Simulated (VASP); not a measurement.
# SiC (P6_3mc) in VASP: notebook

The runs below take SiC through single point, with PBE.

Program: VASP 6.6.1. These are calculated values, not measurements. Logs are shortened: lines on timing, memory, paths and dates and some standing lists are left out, and cuts for length are marked.

**1. The cell of the first run**

Symmetry: P6_3mc, No. 186, hexagonal system. Conventional cell: a = 3.092 Å, b = 3.092 Å, c = 5.074 Å, α = 90.00°, β = 90.00°, γ = 120.00°. Within 2.5 Å of Si (site symmetry 3m) lie 4 C at 1.89 to 1.91 Å. Within 2.5 Å of C (site symmetry 3m) lie 4 Si at 1.89 to 1.91 Å.

**2. Single point, PBE**

File INCAR:

```
ALGO = Normal
EDIFF = 1E-6
ENCUT = 520
GGA = PE
ISIF = 2
ISMEAR = 0
LASPH = True
LCHARG = False
LREAL = False
LWAVE = False
NBANDS = 36
NELM = 60
PREC = Accurate
SIGMA = 0.01
```

File KPOINTS:

```
k-points
0
Gamma
  2 2 2
```

File POSCAR:

```
SiC
1.0
    0.0000000000      0.0000000000      5.0742922929
    4.6379047741     -2.6776955698      0.0000000000
    0.0000000000      5.3553911397      0.0000000000
Si C
6 6
Direct
    0.4995817072      0.0000000000      0.3333333333
    0.4995817072      0.6666666667      0.6666666667
    0.4995817072      0.3333333333      1.0000000000
    0.9995817072      0.3333333333      0.3333333333
    0.9995817072      0.0000000000      0.6666666667
    0.9995817072      0.6666666667      1.0000000000
    0.8754182928      0.0000000000      0.3333333333
    0.8754182928      0.6666666667      0.6666666667
    0.8754182928      0.3333333333      1.0000000000
    0.3754182928      0.3333333333      0.3333333333
    0.3754182928      0.0000000000      0.6666666667
    0.3754182928      0.6666666667      1.0000000000
```

Potentials or basis: VASP PAW PBE potentials, release 64 (Si, C).

Started as:

```sh
$ cat potpaw_PBE.64/Si/POTCAR potpaw_PBE.64/C/POTCAR > POTCAR
$ mpirun -np 1 vasp_std > vasp.out
```

OUTCAR:

```text
EDIFF = 1E-6
   ENCUT = 520
   GGA = PE
   ISIF = 2
   ISMEAR = 0
   LASPH = True
   LREAL = False
   NELM = 60
   PREC = Accurate

 ion  position               nearest neighbor table
   1  0.500  0.000  0.333-  10 1.89  12 1.89  11 1.89   7 1.91   3 3.09   2 3.09   2 3.09   3 3.09
                             2 3.09   3 3.09   4 3.10   4 3.10   6 3.10   6 3.10   5 3.10   5 3.10
   2  0.500  0.667  0.667-  11 1.89  12 1.89  10 1.89   8 1.91   3 3.09   1 3.09   1 3.09   3 3.09
                             1 3.09   3 3.09   5 3.10   5 3.10   6 3.10   6 3.10   4 3.10   4 3.10
   3  0.500  0.333  0.000-  11 1.89  10 1.89  12 1.89   9 1.91   2 3.09   1 3.09   1 3.09   2 3.09
                             1 3.09   2 3.09   5 3.10   5 3.10   4 3.10   4 3.10   6 3.10   6 3.10
   4  1.000  0.333  0.333-   7 1.89   9 1.89   8 1.89  10 1.91   6 3.09   5 3.09   5 3.09   5 3.09
                             6 3.09   6 3.09   1 3.10   1 3.10   3 3.10   3 3.10   2 3.10   2 3.10
   5  1.000  0.000  0.667-   8 1.89   9 1.89   7 1.89  11 1.91   6 3.09   4 3.09   6 3.09   4 3.09
                             4 3.09   6 3.09   2 3.10   2 3.10   3 3.10   3 3.10   1 3.10   1 3.10
   6  1.000  0.667  0.000-   7 1.89   8 1.89   9 1.89  12 1.91   4 3.09   5 3.09   5 3.09   4 3.09
                             4 3.09   5 3.09   1 3.10   1 3.10   2 3.10   2 3.10   3 3.10   3 3.10
   7  0.875  0.000  0.333-   4 1.89   6 1.89   5 1.89   1 1.91
   8  0.875  0.667  0.667-   5 1.89   6 1.89   4 1.89   2 1.91
   9  0.875  0.333  0.000-   5 1.89   4 1.89   6 1.89   3 1.91
  10  0.375  0.333  0.333-   1 1.89   3 1.89   2 1.89   4 1.91
  11  0.375  0.000  0.667-   2 1.89   3 1.89   1 1.89   5 1.91
  12  0.375  0.667  0.000-   1 1.89   2 1.89   3 1.89   6 1.91

  LATTYP: Found a hexagonal cell.
 ALAT       =     5.3553911396
 C/A-ratio  =     0.9475110521

  Lattice vectors:

 A1 = (   4.6379047741,  -2.6776955698,   0.0000000000)
 A2 = (   0.0000000000,   5.3553911397,   0.0000000000)
 A3 = (   0.0000000000,   0.0000000000,   5.0742922929)

Analysis of symmetry for initial positions (statically):
=====================================================================
 Subroutine PRICEL returns following result:

  LATTYP: Found a hexagonal cell.
 ALAT       =     3.0919365158
 C/A-ratio  =     1.6411372831

  Lattice vectors:

 A1 = (  -3.0919365158,  -0.0000000006,   0.0000000000)
 A2 = (   1.5459682579,  -2.6776955696,   0.0000000000)
 A3 = (   0.0000000000,   0.0000000000,   5.0742922929)

   3 primitive cells build up your supercell.

 Routine SETGRP: Setting up the symmetry group for a
 hexagonal supercell.

 Subroutine GETGRP returns: Found 12 space group operations
 (whereof  6 operations were pure point group operations)
 out of a pool of 24 trial point group operations.

The static configuration has the point symmetry C_3v.
 The point group associated with its full space group is C_6v.

Analysis of symmetry for dynamics (positions and initial velocities):
=====================================================================
 Subroutine PRICEL returns following result:

  LATTYP: Found a hexagonal cell.
 ALAT       =     3.0919365158
 C/A-ratio  =     1.6411372831

  Lattice vectors:

 A1 = (  -3.0919365158,  -0.0000000006,   0.0000000000)
 A2 = (   1.5459682579,  -2.6776955696,   0.0000000000)
 A3 = (   0.0000000000,   0.0000000000,   5.0742922929)

   3 primitive cells build up your supercell.

 Routine SETGRP: Setting up the symmetry group for a
 hexagonal supercell.

 Subroutine GETGRP returns: Found 12 space group operations
 (whereof  6 operations were pure point group operations)
 out of a pool of 24 trial point group operations.

The dynamic configuration has the point symmetry C_3v.
 The point group associated with its full space group is C_6v.

 Subroutine INISYM returns: Found 12 space group operations
 (whereof  6 operations are pure point group operations),
 and found     3 'primitive' translations

----------------------------------------------------------------------------------------

                                     Primitive cell

  volume of cell :      42.0114

  direct lattice vectors                    reciprocal lattice vectors
    -3.091936516 -0.000000001  0.000000000    -0.323421906 -0.186727724  0.000000000
     1.545968258 -2.677695570  0.000000000     0.000000000 -0.373455449  0.000000000
     0.000000000  0.000000000  5.074292293     0.000000000  0.000000000  0.197071817

  length of vectors
     3.091936516  3.091936516  5.074292293     0.373455449  0.373455449  0.197071817

  position of ions in fractional coordinates (direct lattice)
     0.666666667  0.333333333  0.499581707
     0.333333333  0.666666667  0.999581707
     0.666666667  0.333333333  0.875418293
     0.333333333  0.666666667  0.375418293

  ion indices of the primitive-cell ions
   primitive index   ion index
                 1           1
                 2           4
                 3           7
                 4          10

----------------------------------------------------------------------------------------

 KPOINTS: k-points

Automatic generation of k-mesh.
 Grid dimensions read from file:
 generate k-points for:    2    2    2

 Generating k-lattice:

  Cartesian coordinates                     Fractional coordinates (reciprocal lattice)
     0.000000000  0.000000000  0.098535908     0.500000000  0.000000000  0.000000000
     0.107807302  0.000000000  0.000000000     0.000000000  0.500000000  0.000000000
     0.053903651  0.093363862  0.000000000     0.000000000  0.000000000  0.500000000

  Length of vectors
     0.098535908  0.107807302  0.107807302

  Shift w.r.t. Gamma in fractional coordinates (k-lattice)
     0.000000000  0.000000000  0.000000000

 Subroutine IBZKPT returns following result:
 ===========================================

 Found      4 irreducible k-points:

 Following reciprocal coordinates:
            Coordinates               Weight
  0.000000  0.000000  0.000000      1.000000
  0.500000  0.000000  0.000000      1.000000
  0.000000  0.500000  0.000000      3.000000
  0.500000  0.500000  0.000000      3.000000
   k-points           NKPTS =      4   k-points in BZ     NKDIM =      4   number of bands    NBANDS=     36
   number of dos      NEDOS =    301   number of ions     NIONS =     12
   total plane-waves  NPLWV =  64000
   dimension x,y,z NGX =    40 NGY =   40 NGZ =   40
   dimension x,y,z NGXF=    80 NGYF=   80 NGZF=   80
   ions per type =               6   6
   NGX,Y,Z   is equivalent  to a cutoff of  13.10, 12.42, 12.42 a.u.
   NGXF,Y,Z  is equivalent  to a cutoff of  26.21, 24.83, 24.83 a.u.
 SYSTEM =  unknown system
   PREC   = accura    normal or accurate (medium, high low for compatibility)
   ISTART =      0    job   : 0-new  1-cont  2-samecut
   ICHARG =      2    charge: 1-file 2-atom 10-const
   ISPIN  =      1    spin polarized calculation?
   LNONCOLLINEAR =      F non collinear calculations
   LSORBIT =      F    spin-orbit coupling
   LASPH  =      T    aspherical Exc in radial PAW
   ENCUT  =  520.0 eV  38.22 Ry    6.18 a.u.   9.43  9.96  9.96*2*pi/ulx,y,z
   NELM   =     60;   NELMIN=  2; NELMDL= -5     # of ELM steps
   EDIFF  = 0.1E-05   stopping-criterion for ELM
   LREAL  =      F    real-space projection
   EDIFFG = 0.1E-04   stopping-criterion for IOM
   NSW    =      0    number of steps for IOM
   IBRION =     -1    ionic relax: 0-MD 1-quasi-New 2-CG
   NFREE  =      0    steps in history (QN), initial steepest desc. (CG)
   ISIF   =      2    stress and relaxation
   ISYM   =      2    0-nonsym 1-usesym 2-fastsym
   POTIM  = 0.5000    time-step for ionic-motion
   TEBEG  =    0.0;   TEEND  =   0.0 temperature during run
   PSTRESS=    0.0 pullay stress
   NELECT =      48.0000    total number of electrons
   NUPDOWN=      -1.0000    fix difference up-down
   EMIN   =  10.00;   EMAX   =-10.00  energy-range for DOS
   EFERMI =   0.00;   METHOD = LEGACY
   ISMEAR =     0;   SIGMA  =   0.01  broadening in eV -4-tet -1-fermi 0-gaus
   EFERMI_NEDOS =   21; number of points for ismear=-14 and -15
   IALGO  =     38    algorithm
   IMIX   =      4    mixing-type and parameters
     AMIX     =   0.40;   BMIX     =  1.00
     AMIX_MAG =   1.60;   BMIX_MAG =  1.00
  volume/ion in A,a.u.               =      10.50        70.88
  Fermi-wavevector in a.u.,A,eV,Ry     =   1.186658  2.242459 19.159157  1.408158
  Thomas-Fermi vector in A             =   2.322826
   LORBIT       =      0    0 simple, 1 ext, 2 COOP (PROOUT), +10 PAW based schemes
   GGA     = PE    functional components
   LHFCALC =     F    Hartree Fock is set to
   AEXX    =    0.0000 exact exchange contribution
   IVDW    =     0    specifies the selected vdW correction
   LEPSILON=     F    determine dielectric tensor
   LRPA    =     F    only Hartree local field effects (RPA)
 non-spin polarized calculation
 Gauss-broadening in eV      SIGMA  =   0.01
  energy-cutoff  :      520.00
  volume of cell :      126.03
 maximum number of plane-waves:      3426
 NGX is ok and might be reduce to    40

 number of electron      48.0000001 magnetization

 Free energy of the ion-electron system (eV)
  ---------------------------------------------------
  ext. energy  EPLUGINS =         0.00000000
  ---------------------------------------------------
  free energy    TOTEN  =       -90.28404404 eV

  energy without entropy =      -90.28404404  energy(sigma->0) =      -90.28404404

 E-fermi :   8.1484     XC(G=0): -11.2810

 val. band max:        8.0881952236   @ k =   0.0000   0.0000   0.0000
 cond. band min:      10.3891985703   @ k =   0.0000   0.0000   0.0000
 fundamental gap:      2.3010033467
 Fermi energy:         8.1484016893

 k-point     1 :       0.0000    0.0000    0.0000
  band No.  band energies     occupation
      1      -7.3593      2.00000
      2      -3.8491      2.00000
      3      -2.9284      2.00000
      4      -2.9284      2.00000
      5      -2.9284      2.00000
      6      -2.9284      2.00000
[... 28 lines left out ...]
     35      16.8590      0.00000
     36      16.8620      0.00000

 k-point     2 :       0.5000    0.0000    0.0000
  band No.  band energies     occupation
      1      -6.1793      2.00000
      2      -6.1793      2.00000
      3      -2.6400      2.00000
      4      -2.6400      2.00000
      5      -2.6400      2.00000
      6      -2.6400      2.00000
[... 28 lines left out ...]
     35      15.3516      0.00000
     36      15.3516      0.00000

 k-point     3 :       0.0000    0.5000    0.0000
  band No.  band energies     occupation
      1      -5.9690      2.00000
      2      -5.9690      2.00000
      3      -4.0883      2.00000
      4      -2.7531      2.00000
      5      -2.7531      2.00000
      6      -2.6315      2.00000
[... 28 lines left out ...]
     35      15.2085      0.00000
     36      15.2085      0.00000

 k-point     4 :       0.5000    0.5000    0.0000
  band No.  band energies     occupation
      1      -4.8426      2.00000
      2      -4.8426      2.00000
      3      -4.8426      2.00000
      4      -4.8426      2.00000
      5      -3.2341      2.00000
      6      -3.2341      2.00000
[... 28 lines left out ...]
     35      15.5278      0.00000
     36      15.5278      0.00000

------------------------ aborting loop because EDIFF is reached ----------------------------------------

  FORCE on cell =-STRESS in cart. coord.  units (eV):
  Direction    XX          YY          ZZ          XY          YZ          ZX
  --------------------------------------------------------------------------------------
  -------------------------------------------------------------------------------------
  Total       -0.2218131     -0.2218131      0.2867466     -0.0000000      0.0000000      0.0000000
  in kB       -2.8197414     -2.8197414      3.6451921     -0.0000000      0.0000000      0.0000000
  external PRESSURE =      -0.6647635 kB  Pullay stress =       0.0000000 kB

 VOLUME and BASIS-vectors are now :
 -----------------------------------------------------------------------------
  energy-cutoff  :      520.00
  volume of cell :      126.03
      direct lattice vectors                 reciprocal lattice vectors
     0.000000000  0.000000000  5.074292293     0.000000000  0.000000000  0.197071817
     4.637904774 -2.677695570  0.000000000     0.215614604  0.000000000  0.000000000
     0.000000000  5.355391140  0.000000000     0.107807302  0.186727724  0.000000000

 POSITION                                       TOTAL-FORCE (eV/Angst)
 -----------------------------------------------------------------------------------
      0.00000      1.78513      2.53502         0.000000      0.000000     -0.023460
      3.09194      1.78513      2.53502        -0.000000      0.000000     -0.023460
      1.54597     -0.89257      2.53502         0.000000      0.000000     -0.023460
      1.54597      0.89257      5.07217        -0.000000     -0.000000     -0.023460
      0.00000      3.57026      5.07217         0.000000     -0.000000     -0.023460
      3.09194     -1.78513      5.07217         0.000000      0.000000     -0.023460
      0.00000      1.78513      4.44213         0.000000     -0.000000      0.023460
      3.09194      1.78513      4.44213        -0.000000     -0.000000      0.023460
      1.54597     -0.89257      4.44213         0.000000     -0.000000      0.023460
      1.54597      0.89257      1.90498         0.000000      0.000000      0.023460
      0.00000      3.57026      1.90498         0.000000      0.000000      0.023460
      3.09194     -1.78513      1.90498        -0.000000      0.000000      0.023460
 -----------------------------------------------------------------------------------
    total drift:                               -0.000000     -0.000000      0.001658

  FREE ENERGIE OF THE ION-ELECTRON SYSTEM (eV)
  ---------------------------------------------------
  free  energy   TOTEN  =       -90.2840440379 eV

  energy  without entropy=      -90.2840440379  energy(sigma->0) =      -90.28404404
```

Run time: 22 s. Hardware: 1 thread of Intel Xeon Platinum 8375C at 2.90GHz (Ice Lake), shared host; peak memory 0.23 GiB.

What came out:

| Property | Result |
| --- | --- |
| Free energy | -90.2840 eV |
| Pressure | -0.1 GPa |
| Largest force | 0.023 eV/Å |
| Band gap on the k mesh | 2.30 eV |

Forces in eV/Å, atoms in the order of the input:
```
Si   0.000  0.000 -0.023
Si   0.000  0.000 -0.023
Si   0.000  0.000 -0.023
Si   0.000  0.000 -0.023
Si   0.000  0.000 -0.023
Si   0.000  0.000 -0.023
C    0.000  0.000  0.023
C    0.000  0.000  0.023
C    0.000  0.000  0.023
C    0.000  0.000  0.023
C    0.000  0.000  0.023
C    0.000  0.000  0.023
```

Stress tensor (GPa, compression positive):
```
-0.28  0.00  0.00
 0.00 -0.28  0.00
 0.00  0.00  0.36
```

Levels at points of the mesh, in eV from the valence-band top:
```tsv
k point	band 20	band 21	band 22	band 23	band 24	band 25	band 26	band 27	band 28	band 29
(0.00, 0.00, 0.00)	-1.31	-1.31	-0.11	0.00	0.00	2.30	2.30	4.67	6.04	6.57
(0.50, 0.00, 0.00)	-1.73	-0.71	-0.71	-0.71	-0.71	4.99	4.99	4.99	4.99	5.76
(0.00, 0.50, 0.00)	-1.43	-1.43	-1.24	-1.24	-1.19	2.75	4.21	5.03	5.03	5.75
(0.50, 0.50, 0.00)	-2.47	-2.42	-2.42	-2.32	-2.32	3.25	3.25	5.12	5.12	5.12
```

Caveat: the k points lie up to 0.68 Å⁻¹ apart. A k mesh can miss the band edges.

**3. Single point, PBE**

This run uses another cell than the first one: it holds 48 atoms, not 12.

File INCAR:

```
PREC     = Accurate       # precision mode
ENCUT    = 520            # plane-wave cutoff, eV
EDIFF    = 1E-6           # SCF threshold, eV
ISMEAR   = 0              # smearing method
SIGMA    = 0.01           # smearing width, eV
LREAL    = Auto         
LASPH    = True           # aspherical terms in the spheres
NELM     = 60             # most SCF steps
ALGO     = Normal         # electronic algorithm
ISIF     = 2              # what is computed and relaxed
LWAVE    = False          # write WAVECAR
LCHARG   = True           # write CHGCAR
GGA      = PE             # functional
LELF     = True           # ELF
LVHAR    = True         
NBANDS   = 126            # bands
```

File KPOINTS:

```
Automatic mesh
0
Gamma
  2 2 2
  0.5 0.5 0.5
```

File POSCAR:

```
SiC
1.0
    3.0919365161      5.3553911397      5.0742922929
   -6.1838730322      0.0000000000      5.0742922929
    3.0919365161     -5.3553911397      5.0742922929
Si C
24 24
Direct
    0.3331939024      0.6665272357      0.4998605691
    0.6665272357      0.9998605691      0.8331939024
    0.4998605691      0.8331939024      0.1665272357
    0.4998605691      0.3331939024      0.6665272357
    0.3331939024      0.1665272357      0.9998605691
    0.6665272357      0.4998605691      0.3331939024
    0.9998605691      0.8331939024      0.6665272357
    0.8331939024      0.6665272357      0.9998605691
    0.1665272357      0.9998605691      0.3331939024
    0.8331939024      0.1665272357      0.4998605691
    0.1665272357      0.4998605691      0.8331939024
    0.9998605691      0.3331939024      0.1665272357
    0.4998605691      0.6665272357      0.8331939024
    0.8331939024      0.9998605691      0.1665272357
    0.6665272357      0.8331939024      0.4998605691
    0.6665272357      0.3331939024      0.9998605691
    0.4998605691      0.1665272357      0.3331939024
    0.8331939024      0.4998605691      0.6665272357
    0.1665272357      0.8331939024      0.9998605691
    0.9998605691      0.6665272357      0.3331939024
    0.3331939024      0.9998605691      0.6665272357
    0.9998605691      0.1665272357      0.8331939024
    0.3331939024      0.4998605691      0.1665272357
    0.1665272357      0.3331939024      0.4998605691
    0.4584727643      0.7918060976      0.6251394309
    0.7918060976      0.1251394309      0.9584727643
    0.6251394309      0.9584727643      0.2918060976
    0.6251394309      0.4584727643      0.7918060976
    0.4584727643      0.2918060976      0.1251394309
    0.7918060976      0.6251394309      0.4584727643
    0.1251394309      0.9584727643      0.7918060976
    0.9584727643      0.7918060976      0.1251394309
    0.2918060976      0.1251394309      0.4584727643
    0.9584727643      0.2918060976      0.6251394309
    0.2918060976      0.6251394309      0.9584727643
    0.1251394309      0.4584727643      0.2918060976
    0.2918060976      0.4584727643      0.6251394309
    0.6251394309      0.7918060976      0.9584727643
    0.4584727643      0.6251394309      0.2918060976
    0.4584727643      0.1251394309      0.7918060976
    0.2918060976      0.9584727643      0.1251394309
    0.6251394309      0.2918060976      0.4584727643
    0.9584727643      0.6251394309      0.7918060976
    0.7918060976      0.4584727643      0.1251394309
    0.1251394309      0.7918060976      0.4584727643
    0.7918060976      0.9584727643      0.6251394309
    0.1251394309      0.2918060976      0.9584727643
    0.9584727643      0.1251394309      0.2918060976
```

Potentials or basis: VASP PAW PBE potentials, release 64 (Si, C).

Started as:

```sh
$ cat potpaw_PBE.64/Si/POTCAR potpaw_PBE.64/C/POTCAR > POTCAR
$ mpirun -np 1 vasp_std > vasp.out
```

It took 3 min on 1 thread of Intel Xeon Platinum 8375C at 2.90GHz (Ice Lake), shared host; peak memory 0.49 GiB.

The run converged. Its results:

```
Free energy            : -361.3355 eV
Pressure               : 0.0 GPa
Band gap on the k mesh : 2.67 eV
```

Levels at points of the mesh, in eV from the valence-band top:
| k point | band 92 | band 93 | band 94 | band 95 | band 96 | band 97 | band 98 | band 99 | band 100 | band 101 |
| --- | --- | --- | --- | --- | --- | --- | --- | --- | --- | --- |
| (0.25, 0.25, 0.25) | -0.96 | -0.92 | -0.92 | 0.00 | 0.00 | 2.67 | 3.29 | 3.29 | 3.29 | 3.46 |

Caveat: a shifted mesh leaves out Γ, where band edges can lie. A k mesh can miss the band edges.
